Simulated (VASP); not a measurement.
NiO, 2 atoms in the cell. It takes space group Fm-3m (No. 225, cubic). Conventional cell: a = 4.217 Å, b = 4.217 Å, c = 4.217 Å, α = 90.00°, β = 90.00°, γ = 90.00°. Within 2.8 Å of Ni (site symmetry m-3m) lie 6 O at 2.11 Å. Within 2.8 Å of O (site symmetry m-3m) lie 6 Ni at 2.11 Å. 

* Program: VASP 6.6.1
* Task: electric field gradients
* Functional: LDA
* Potentials or basis: VASP PAW LDA potentials, release 64 (Ni, O)
* Cutoff: 520 eV
* k mesh: 17 × 17 × 17
* Occupations: fermi-dirac, width 0.03 eV
* Spin: collinear spin, ferromagnetic start
* Starting moments: [1.5, 0.0] μB
* Dipole correction: no
* Further INCAR settings: ALGO = Normal; EDIFF = 1e-08; NBANDS = 19

Potentials or basis: VASP PAW LDA potentials, release 64 (Ni, O).

Launch:

```console
$ cat potpaw_LDA.64/Ni/POTCAR potpaw_LDA.64/O/POTCAR > POTCAR
$ mpirun -np 1 vasp_std > vasp.out
```

Hardware: 1 thread of Intel Xeon 8259CL (shared host).

Question: Estimate the wall time of this run.

Answer: It took 7.3 min on 1 thread of Intel Xeon 8259CL (shared host), peak memory 0.21 GiB. Counts: scf iterations 40, k points 165.
